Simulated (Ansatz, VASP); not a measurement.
**AlN: VASP beside Ansatz**

File INCAR:

```
SYSTEM = AlN
PREC = Accurate
ENCUT = 520
EDIFF = 1E-6
ISMEAR = 0
SIGMA = 0.02
LREAL = .FALSE.
LASPH = .TRUE.
NELM = 100
ALGO = Normal
ISIF = 2
LWAVE = .FALSE.
LCHARG = .FALSE.
GGA = PE
NBANDS = 16
```

KPOINTS

```
Automatic mesh
0
G
  9 9 6
  0 0 0
```

The input POSCAR:

```
AlN
1.0
    3.3121157418      0.0000000000      0.0000000000
   -1.6560578709      2.8683763727      0.0000000000
    0.0000000000      0.0000000000      4.1875630000
Al N
2 2
Direct
    0.3333333300      0.6666666700      0.7858203566
    0.6666666700      0.3333333300      0.2500000000
    0.3333333300      0.6666666700      0.2500000000
    0.6666666700      0.3333333300      0.7500000000
```

Input for Ansatz:

```yaml
crystal:
  lattice:
    - [3.3121157418, 0.0, 0.0]
    - [-1.6560578709, 2.8683763727, 0.0]
    - [0.0, 0.0, 4.187563]
  atoms:
    - { symbol: Al, position: [0.33333333, 0.66666667, 0.7858203566] }
    - { symbol: Al, position: [0.66666667, 0.33333333, 0.25] }
    - { symbol: "N", position: [0.33333333, 0.66666667, 0.25] }
    - { symbol: "N", position: [0.66666667, 0.33333333, 0.75] }
basis:
  ecutwfc: 420
kpoints:
  mp_grid: { grid: [9, 9, 6] }
hamiltonian:
  xc: pbe
scf:
  occupations: { method: gaussian, width: 0.02 }
output:
  forces: true
  stress: true
  eigenvalues: true
```

Change from the starting cell: one atom moved.

Alike in both runs: task single point; functional PBE; k mesh 9 × 9 × 6; occupations gaussian, width 0.02 eV; no spin polarisation.

|  | VASP | Ansatz |
| --- | --- | --- |
| version | VASP 6.6.1 | Ansatz 0.2.0 |
| potentials or method | VASP PAW PBE potentials, release 64 (Al, N), cutoff 520 eV | scalar-relativistic, plane waves, PAW |
| valence electrons in the cell | 16 | 16 |

```csv
,VASP,Ansatz,Ansatz less VASP
gap on the k mesh at the Fermi level (eV),3.29,3.28,-0.009
least direct gap on the mesh (eV),3.29,3.28,-0.009
pressure (GPa),1.4,1.7,+0.29
"traceless stress, the component that is largest in VASP (GPa)",2.89,2.74,-0.152
rms of the force components (eV/Å),0.509,0.509,0.0000
```

Atom by atom the forces differ by 0.000 eV/Å (rms over components). With one functional, cell and mesh, what is left measures potentials, basis and numerics.
